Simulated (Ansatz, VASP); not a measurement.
## P in VASP and in Ansatz

```
P
1.0
     3.38700    0.00000    0.00000
    -1.69350    2.93323    0.00000
     0.00000    0.00000   28.00000
P
2
Direct
  0.33333 0.66667 0.51430
  0.66667 0.33333 0.48570
```

Alike in both runs: task single point; functional PBE; dispersion D3(BJ); k mesh 9 × 9 × 1; occupations gaussian, width 0.02 eV; no spin polarisation.

|  | VASP | Ansatz |
| --- | --- | --- |
| version | VASP 6.6.1 | Ansatz 0.2.0 |
| potentials or method | VASP PAW PBE potentials, release 64 (P), cutoff 520 eV | scalar-relativistic, plane waves, PAW |
| valence electrons in the cell | 10 | 10 |

VASP gave:

- gap on the k mesh at the Fermi level (eV): none
- rms of the force components (eV/Å): 1.880

What did Ansatz give for the same quantities?

gap on the k mesh at the Fermi level (eV): none; rms of the force components (eV/Å): 1.899.

Atom by atom the forces differ by 0.018 eV/Å (rms over components). A gap of «none» marks a metal or a gap that the smearing closes. Ansatz's warnings: xc potential rough in thin density.
